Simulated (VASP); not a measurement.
# Li33F32 (a cell with a defect) in VASP: single point with HSE06

Aim: the single point of Li33F32 (a cell with a defect) with HSE06.

All numbers are computed with VASP 6.6.1; they aren't measurements. Logs are shortened: lines on timing, memory, paths and dates and some standing lists are left out, and cuts for length are marked.

## (1) The cell of the first run

The cell holds a defect, 65 atoms: a = 8.015 Å, b = 8.015 Å, c = 8.015 Å, α = 90.00°, β = 90.00°, γ = 90.00°.

## (2) Single point, HSE06

POSCAR

```
Li33F32
1.0
    8.0151850000      0.0000000000      0.0000000000
    0.0000000000      8.0151850000      0.0000000000
    0.0000000000      0.0000000000      8.0151850000
F Li
32 33
Direct
    0.2484990000      0.9975290000      0.0020440000
    0.2465920000      0.0013930000      0.5029010000
    0.2468370000      0.4968010000      0.9985080000
    0.2476720000      0.4976550000      0.5017860000
    0.7477700000      0.9977470000      0.0018300000
    0.7476880000      0.9976550000      0.5010930000
    0.7475500000      0.4984720000      0.0020370000
    0.7514410000      0.4965680000      0.5029050000
    0.9981710000      0.2481480000      0.0018330000
    0.9982520000      0.2482240000      0.5010930000
    0.9983860000      0.7473820000      0.0020540000
    0.9944450000      0.7492930000      0.5028880000
    0.4974060000      0.2483620000      0.0020460000
    0.4993140000      0.2444100000      0.5028900000
    0.4991140000      0.7490790000      0.9984770000
    0.4983720000      0.7483390000      0.5018020000
    0.9983020000      0.9976070000      0.2521510000
    0.9981620000      0.9977290000      0.7514610000
    0.9948770000      0.4966870000      0.2502850000
    0.9982870000      0.4984850000      0.7514440000
    0.4992110000      0.0010410000      0.2502580000
    0.4974100000      0.9976270000      0.7514570000
    0.4978790000      0.4981050000      0.2523160000
    0.4993030000      0.4965910000      0.7545250000
    0.2467090000      0.2448540000      0.2502920000
    0.2485110000      0.2482540000      0.7514380000
    0.2481470000      0.7478290000      0.2522960000
    0.2466240000      0.7492760000      0.7545460000
    0.7476330000      0.2482730000      0.2521550000
    0.7477530000      0.2481330000      0.7514600000
    0.7510670000      0.7491870000      0.2502600000
    0.7476590000      0.7473800000      0.7514580000
    0.9974550000      0.9984530000      0.0011290000
    0.9924890000      0.0033940000      0.5022550000
    0.9927900000      0.4972740000      0.9964670000
    0.9956880000      0.4965090000      0.5030500000
    0.4986110000      0.0031090000      0.9964710000
    0.4993900000      0.0001880000      0.5030450000
    0.4993000000      0.4966080000      0.9992840000
    0.5272080000      0.4686520000      0.5299630000
    0.2473020000      0.2427690000      0.9964690000
    0.2465240000      0.2456550000      0.5030480000
    0.2466400000      0.7492700000      0.9992950000
    0.2186870000      0.7771550000      0.5299970000
    0.7484680000      0.2474370000      0.0011290000
    0.7534250000      0.2424500000      0.5022590000
    0.7531320000      0.7485810000      0.9964780000
    0.7502230000      0.7493710000      0.5030470000
    0.2466300000      0.0003430000      0.2502760000
    0.2473390000      0.0032490000      0.7569770000
    0.2196850000      0.4696630000      0.2232610000
    0.2466540000      0.4966210000      0.7537960000
    0.7531300000      0.0031020000      0.2508890000
    0.7484780000      0.9984470000      0.7522500000
    0.7503790000      0.4966000000      0.2502730000
    0.7532810000      0.4973080000      0.7569750000
    0.9928020000      0.2427810000      0.2508850000
    0.9974530000      0.2474270000      0.7522450000
    0.9955470000      0.7492730000      0.2502530000
    0.9926330000      0.7485610000      0.7570040000
    0.4992970000      0.2455170000      0.2502540000
    0.4985820000      0.2426030000      0.7569900000
    0.5262630000      0.7762380000      0.2232300000
    0.4993130000      0.7492810000      0.7537900000
    0.3730130000      0.6229790000      0.3777750000
```

INCAR.step1

```
SYSTEM = Li33F32
  PREC = Accurate
  ENCUT = 650
  EDIFF = 1E-5
  ISMEAR = -1
  SIGMA = 0.05
  LREAL = Auto
  LASPH = .True.
  NELM = 120
  ALGO = Normal
  ISIF = 2
  LWAVE = .True.
  LCHARG = .False.
  GGA = PE
  NELECT = 322.0
  ISYM = 0
  NBANDS = 200
  GGA_COMPAT = .False.
  NCORE = 4
```

INCAR.step2

```
SYSTEM = Li33F32
  PREC = Accurate
  ENCUT = 650
  EDIFF = 1E-6
  ISMEAR = -1
  SIGMA = 0.05
  LREAL = Auto
  LASPH = .True.
  NELM = 120
  ALGO = Normal
  ISIF = 2
  LWAVE = .False.
  LCHARG = .False.
  GGA = PE
  LHFCALC = .True.
  HFSCREEN = 0.2079
  PRECFOCK = Fast
  ISTART = 1
  NELECT = 322.0
  ISYM = 0
  NBANDS = 200
  GGA_COMPAT = .False.
  NCORE = 4
```

KPOINTS

```
Automatic mesh
0
Gamma
  1 1 1
  0.25 0.25 0.25
```

Potentials or basis: VASP PAW PBE potentials, release 64 (F, Li_sv).

The run is started by

```sh
> cat potpaw_PBE.64/F/POTCAR potpaw_PBE.64/Li_sv/POTCAR > POTCAR
> cp INCAR.step1 INCAR
> mpirun -np 4 vasp_std > vasp.out
> cp INCAR.step2 INCAR
> mpirun -np 4 vasp_std > vasp.out
```

OUTCAR:

```text
SYSTEM = Li33F32
   PREC = Accurate
   ENCUT = 650
   EDIFF = 1E-6
   ISMEAR = -1
   LREAL = Auto
   LASPH = .True.
   NELM = 120
   ISIF = 2
   GGA = PE
   LHFCALC = .True.
   HFSCREEN = 0.2079
   PRECFOCK = Fast
   ISTART = 1
   NELECT = 322.0
   ISYM = 0

 ion  position               nearest neighbor table
   1  0.248  0.998  0.002-  50 1.96  41 1.97  49 1.99  43 1.99  37 2.01  33 2.01
   2  0.247  0.001  0.503-  44 1.82  42 1.96  49 2.02  38 2.03  50 2.04  34 2.04
   3  0.247  0.497  0.999-  51 1.83  52 1.96  39 2.02  43 2.02  41 2.04  35 2.04
   4  0.248  0.498  0.502-  65 1.73  36 2.02  42 2.02  52 2.02
   5  0.748  0.998  0.002-  53 2.00  37 2.00  47 2.00  54 2.00  33 2.00  45 2.00
   6  0.748  0.998  0.501-  46 1.96  34 1.96  48 1.99  38 1.99  53 2.01  54 2.01
   7  0.748  0.498  0.002-  56 1.96  35 1.97  55 1.99  39 1.99  47 2.01  45 2.01
   8  0.751  0.497  0.503-  40 1.82  36 1.96  55 2.02  48 2.03  56 2.04  46 2.04
   9  0.998  0.248  0.002-  57 2.00  35 2.00  41 2.00  58 2.00  33 2.00  45 2.00
  10  0.998  0.248  0.501-  46 1.96  34 1.96  42 1.99  36 1.99  57 2.01  58 2.01
  11  0.998  0.747  0.002-  60 1.96  47 1.97  59 1.99  43 1.99  35 2.01  33 2.01
  12  0.994  0.749  0.503-  44 1.82  48 1.96  59 2.02  36 2.03  34 2.04  60 2.04
  13  0.497  0.248  0.002-  62 1.96  37 1.97  61 1.99  39 1.99  41 2.01  45 2.01
  14  0.499  0.244  0.503-  40 1.82  38 1.96  61 2.02  42 2.03  62 2.04  46 2.04
  15  0.499  0.749  0.998-  63 1.83  64 1.96  39 2.02  43 2.02  47 2.04  37 2.04
  16  0.498  0.748  0.502-  65 1.73  38 2.02  48 2.02  64 2.02
  17  0.998  0.998  0.252-  53 1.97  57 1.97  49 1.99  59 1.99  34 2.01  33 2.01
  18  0.998  0.998  0.751-  60 2.00  50 2.00  34 2.00  33 2.00  54 2.00  58 2.00
  19  0.995  0.497  0.250-  51 1.83  55 1.96  59 2.02  36 2.03  35 2.03  57 2.04
  20  0.998  0.498  0.751-  56 1.96  35 1.96  52 1.99  36 1.99  60 2.01  58 2.01
  21  0.499  0.001  0.250-  63 1.83  61 1.96  49 2.02  38 2.03  37 2.03  53 2.04
  22  0.497  0.998  0.751-  62 1.96  37 1.96  64 1.99  38 1.99  50 2.01  54 2.01
  23  0.498  0.498  0.252-  65 1.74  55 2.02  61 2.02  39 2.03  40 2.25  63 2.25  51 2.25
  24  0.499  0.497  0.755-  40 1.83  39 1.96  52 2.03  64 2.03  56 2.04  62 2.04
  25  0.247  0.245  0.250-  51 1.83  49 1.96  61 2.02  42 2.03  41 2.03  57 2.04
  26  0.249  0.248  0.751-  50 1.96  41 1.96  52 1.99  42 1.99  62 2.01  58 2.01
  27  0.248  0.748  0.252-  65 1.74  49 2.02  59 2.02  43 2.03  44 2.25  63 2.25  51 2.25
  28  0.247  0.749  0.755-  44 1.83  43 1.96  52 2.03  64 2.03  50 2.04  60 2.04
  29  0.748  0.248  0.252-  57 1.97  53 1.97  55 1.99  61 1.99  46 2.01  45 2.01
  30  0.748  0.248  0.751-  62 2.00  56 2.00  46 2.00  45 2.00  54 2.00  58 2.00
  31  0.751  0.749  0.250-  63 1.83  59 1.96  55 2.02  48 2.03  47 2.03  53 2.04
  32  0.748  0.747  0.751-  60 1.96  47 1.96  64 1.99  48 1.99  56 2.01  54 2.01
  33  0.997  0.998  0.001-  18 2.00   5 2.00   9 2.00  17 2.01   1 2.01  11 2.01
[... 22 lines left out ...]
  53  0.753  0.003  0.251-  29 1.97  17 1.97   5 2.00   6 2.01  31 2.04  21 2.04  63 2.58
  54  0.748  0.998  0.752-   5 2.00  18 2.00  30 2.00  32 2.01  22 2.01   6 2.01
  55  0.750  0.497  0.250-  19 1.96   7 1.99  29 1.99  23 2.02  31 2.02   8 2.02
  56  0.753  0.497  0.757-  20 1.96   7 1.96  30 2.00  32 2.01  24 2.04   8 2.04  40 2.58
  57  0.993  0.243  0.251-  29 1.97  17 1.97   9 2.00  10 2.01  19 2.04  25 2.04  51 2.58
  58  0.997  0.247  0.752-   9 2.00  18 2.00  30 2.00  26 2.01  20 2.01  10 2.01
  59  0.996  0.749  0.250-  31 1.96  11 1.99  17 1.99  19 2.02  27 2.02  12 2.02
  60  0.993  0.749  0.757-  32 1.96  11 1.96  18 2.00  20 2.01  28 2.04  12 2.04  44 2.58
  61  0.499  0.246  0.250-  21 1.96  13 1.99  29 1.99  25 2.02  23 2.02  14 2.02
  62  0.499  0.243  0.757-  22 1.96  13 1.96  30 2.00  26 2.01  24 2.04  14 2.04  40 2.58
  63  0.526  0.776  0.223-  15 1.83  21 1.83  31 1.83  65 2.13  27 2.25  23 2.25  47 2.58  37 2.58
                            53 2.58
  64  0.499  0.749  0.754-  15 1.96  32 1.99  22 1.99  16 2.02  28 2.03  24 2.03
  65  0.373  0.623  0.378-   4 1.73  16 1.73  27 1.74  23 1.74  40 2.13  44 2.13  63 2.13  51 2.13

IMPORTANT INFORMATION: All symmetrisations will be switched off!
NOSYMM: (Re-)initialisation of all symmetry stuff for point group C_1.

----------------------------------------------------------------------------------------

                                     Primitive cell

  volume of cell :     514.9211

  direct lattice vectors                    reciprocal lattice vectors
     8.015185000  0.000000000  0.000000000     0.124763184  0.000000000  0.000000000
     0.000000000  8.015185000  0.000000000     0.000000000  0.124763184  0.000000000
[... 181 lines left out ...]
   PREC   = accura    normal or accurate (medium, high low for compatibility)
   ISTART =      1    job   : 0-new  1-cont  2-samecut
   ICHARG =      0    charge: 1-file 2-atom 10-const
   ISPIN  =      1    spin polarized calculation?
   LNONCOLLINEAR =      F non collinear calculations
   LSORBIT =      F    spin-orbit coupling
   LASPH  =      T    aspherical Exc in radial PAW
   ENCUT  =  650.0 eV  47.77 Ry    6.91 a.u.  16.66 16.66 16.66*2*pi/ulx,y,z
   NELM   =    120;   NELMIN=  2; NELMDL=  0     # of ELM steps
   EDIFF  = 0.1E-05   stopping-criterion for ELM
   LREAL  =      T    real-space projection
   EDIFFG = 0.1E-04   stopping-criterion for IOM
   NSW    =      0    number of steps for IOM
   IBRION =     -1    ionic relax: 0-MD 1-quasi-New 2-CG
   NFREE  =      0    steps in history (QN), initial steepest desc. (CG)
   ISIF   =      2    stress and relaxation
   ISYM   =      0    0-nonsym 1-usesym 2-fastsym
   POTIM  = 0.5000    time-step for ionic-motion
   TEBEG  =    0.0;   TEEND  =   0.0 temperature during run
   PSTRESS=    0.0 pullay stress
   NELECT =     322.0000    total number of electrons
   NUPDOWN=      -1.0000    fix difference up-down
   EMIN   =  10.00;   EMAX   =-10.00  energy-range for DOS
   EFERMI =   0.00;   METHOD = LEGACY
   ISMEAR =    -1;   SIGMA  =   0.05  broadening in eV -4-tet -1-fermi 0-gaus
   EFERMI_NEDOS =   21; number of points for ismear=-14 and -15
   IALGO  =     38    algorithm
   IMIX   =      1    mixing-type and parameters
     AMIX     =   0.40;   BMIX     =  1.00
     AMIX_MAG =   1.60;   BMIX_MAG =  1.00
  volume/ion in A,a.u.               =       7.92        53.46
  Fermi-wavevector in a.u.,A,eV,Ry     =   1.399952  2.645526 26.665602  1.959866
  Thomas-Fermi vector in A             =   2.522961
   LORBIT       =      0    0 simple, 1 ext, 2 COOP (PROOUT), +10 PAW based schemes
   GGA     = PE    functional components
   LHFCALC =     T    Hartree Fock is set to
   PRECFOCK=fast      Normal, Fast or Accurate (Low or Medium for compatibility)
   ENCUT4O =  -1.0   cutoff for four orbital integrals eV
   NKREDX  =     1    reduce k-point grid by
   NKREDY  =     1    reduce k-point grid by
   NKREDZ  =     1    reduce k-point grid by
   AEXX    =    0.2500 exact exchange contribution
   HFSCREEN=    0.2079 screening length (either q_TF or 0.3 A-1)
   HFSCREENC=   0.2079 screening length for correlation (either q_TF or 0.3 A-1)
   ENCUTFOCK=  -1.0 apply spherical cutoff to Coloumb kernel
   IVDW    =     0    specifies the selected vdW correction
   LEPSILON=     F    determine dielectric tensor
   LRPA    =     F    only Hartree local field effects (RPA)
 non-spin polarized calculation
  energy-cutoff  :      650.00
  volume of cell :      514.92
 maximum number of plane-waves:     19339
 NGX is ok and might be reduce to    70
  NGX = 36; NGY = 36; NGZ = 36

 number of electron     321.9999994 magnetization

 Free energy of the ion-electron system (eV)
  ---------------------------------------------------
  ext. energy  EPLUGINS =         0.00000000
  ---------------------------------------------------
  free energy    TOTEN  =      -369.88408676 eV

  energy without entropy =     -369.88408676  energy(sigma->0) =     -369.88408676

 E-fermi :  -1.2498     XC(G=0):  -8.2381

 val. band max:       -2.5917890806   @ k =  -0.2500  -0.2500   0.2500
 cond. band min:       9.3361287289   @ k =   0.2500   0.2500   0.2500
 fundamental gap:     11.9279178095
 Fermi energy:        -1.2498024167

 k-point     1 :       0.2500    0.2500    0.2500
  band No.  band energies     occupation
      1     -46.0205      2.00000
      2     -45.8325      2.00000
      3     -45.8291      2.00000
      4     -45.8256      2.00000
      5     -45.7724      2.00000
      6     -45.3504      2.00000
[... 693 lines left out ...]
    172      11.3318      0.00000
    173      12.0384      0.00000
 [bands above 173 left out]

------------------------ aborting loop because EDIFF is reached ----------------------------------------

  FORCE on cell =-STRESS in cart. coord.  units (eV):
  Direction    XX          YY          ZZ          XY          YZ          ZX
  --------------------------------------------------------------------------------------
  -------------------------------------------------------------------------------------
  Total       -1.9431517     -1.9646792     -2.0571221     -0.0127055      0.0035423      0.0034292
  in kB       -6.0461184     -6.1131011     -6.4007372     -0.0395333      0.0110220      0.0106701
  external PRESSURE =      -6.1866522 kB  Pullay stress =       0.0000000 kB

 VOLUME and BASIS-vectors are now :
 -----------------------------------------------------------------------------
  energy-cutoff  :      650.00
  volume of cell :      514.92
      direct lattice vectors                 reciprocal lattice vectors
     8.015185000  0.000000000  0.000000000     0.124763184  0.000000000  0.000000000
     0.000000000  8.015185000  0.000000000     0.000000000  0.124763184  0.000000000
     0.000000000  0.000000000  8.015185000     0.000000000  0.000000000  0.124763184

 POSITION                                       TOTAL-FORCE (eV/Angst)
 -----------------------------------------------------------------------------------
      1.99177      7.99538      0.01638        -0.000571      0.006266     -0.005646
      1.97648      0.01117      4.03084        -0.007110     -0.017121      0.003307
      1.97844      3.98195      8.00323        -0.007541     -0.003274      0.015586
      1.98514      3.98880      4.02191        -0.003120      0.000685      0.001239
      5.99351      7.99713      0.01467        -0.001182      0.001794     -0.002486
      5.99286      7.99639      4.01635         0.002112      0.006127     -0.000045
[... 57 lines left out ...]
      4.00209      6.00563      6.04177         0.001805      0.001698     -0.001364
      2.98977      4.99329      3.02794        -0.002214     -0.008660     -0.001184
 -----------------------------------------------------------------------------------
    total drift:                               -0.005237     -0.001171     -0.007222

  FREE ENERGIE OF THE ION-ELECTRON SYSTEM (eV)
  ---------------------------------------------------
  free  energy   TOTEN  =      -369.8840867576 eV

  energy  without entropy=     -369.8840867576  energy(sigma->0) =     -369.88408676
```

Run time: 2.5 h. Hardware: 4 MPI ranks of Intel Xeon Platinum 8259CL at 2.50GHz (Skylake/Cascade Lake), shared host; peak memory 0.51 GiB.

Results:

```
Free energy   : -369.8841 eV
Largest force : 0.021 eV/Å
```

Forces on the atoms (eV/Å):
```
F   -0.001  0.006 -0.006
F   -0.007 -0.017  0.003
F   -0.008 -0.003  0.016
F   -0.003  0.001  0.001
F   -0.001  0.002 -0.002
F    0.002  0.006  0.000
F    0.002  0.000 -0.006
F   -0.017 -0.002  0.002
F   -0.001 -0.002 -0.002
F   -0.005 -0.009  0.001
F   -0.006 -0.004 -0.006
F    0.020  0.003  0.004
F    0.001 -0.006 -0.006
F    0.006  0.017 -0.001
F    0.004  0.004  0.013
F   -0.004 -0.006  0.000
F   -0.005  0.006  0.004
F   -0.003  0.002  0.003
F    0.017 -0.003 -0.004
F   -0.005 -0.001  0.007
F    0.004 -0.015 -0.003
F    0.001  0.006  0.004
F    0.002 -0.002 -0.002
F    0.006  0.001 -0.013
F   -0.005  0.017 -0.004
F   -0.001 -0.006  0.006
F   -0.003  0.000 -0.004
F   -0.005  0.004 -0.012
F    0.005 -0.007  0.001
F    0.002 -0.002  0.004
F   -0.011  0.002 -0.003
F    0.006  0.000  0.007
Li  -0.003 -0.006  0.005
Li   0.000  0.004  0.003
Li   0.001 -0.002 -0.007
Li  -0.003 -0.005  0.005
Li  -0.003  0.007 -0.006
Li   0.000  0.004  0.009
Li   0.001 -0.004 -0.003
Li  -0.001 -0.005  0.014
Li   0.003 -0.001 -0.005
Li   0.001  0.002  0.006
Li   0.001  0.001 -0.002
Li   0.006  0.004  0.011
Li   0.000  0.004  0.003
Li   0.000  0.001  0.002
Li   0.000 -0.002 -0.007
Li   0.002  0.003  0.004
Li   0.002  0.001 -0.002
Li   0.003  0.007  0.000
Li  -0.001 -0.010 -0.009
Li  -0.001 -0.006  0.001
Li   0.002  0.007  0.001
Li   0.000 -0.004 -0.005
Li   0.000 -0.005 -0.001
Li   0.002 -0.001  0.000
Li  -0.001 -0.002  0.000
Li  -0.001  0.004 -0.003
Li  -0.003  0.003 -0.001
Li   0.000  0.003  0.000
Li   0.001  0.004 -0.002
Li  -0.004  0.000 -0.001
Li   0.006  0.011 -0.010
Li   0.002  0.002 -0.001
Li  -0.002 -0.009 -0.001
```

Caveat: the cell carries a net charge on a neutralising background, which shifts energy and pressure; the cell is charged against a uniform background, so pressure and absolute levels hang on convention; the PAW data sets were made with another functional, which shifts forces and pressure a little.
